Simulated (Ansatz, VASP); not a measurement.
One calculation of Al, two programs

```xyz
1
Lattice="-1.5753 1.5753 1.5912 1.5753 -1.5753 1.5912 1.5753 1.5753 -1.5912" Properties=species:S:1:pos:R:3 pbc="T T T"
Al    0.0000    0.0000    0.0000
```

Change from the starting cell: strain -0.0100 x Voigt [1, 1, 0, 0, 0, 0], atoms carried along.

Alike in both runs: task single point; functional r2SCAN; k mesh 20 × 20 × 20; occupations gaussian, width 0.15 eV; no spin polarisation.

```csv
,VASP,Ansatz
version,VASP 6.6.1,Ansatz 0.2.0
potentials or method,"VASP PAW PBE potentials, release 64 (Al), cutoff 520 eV","scalar-relativistic, plane waves, PAW"
valence electrons in the cell,3,3
```

|  | VASP | Ansatz | Ansatz less VASP |
| --- | --- | --- | --- |
| gap on the k mesh at the Fermi level (eV) | none | none | - |
| pressure (GPa) | 1.9 | 2.2 | +0.33 |
| traceless stress, the component that is largest in VASP (GPa) | 0.53 | 0.53 | +0.001 |

VASP's potentials were made for PBE, not for r2SCAN. A gap of «none» marks a metal or a gap that the smearing closes. With one functional, cell and mesh, what is left measures potentials, basis and numerics.
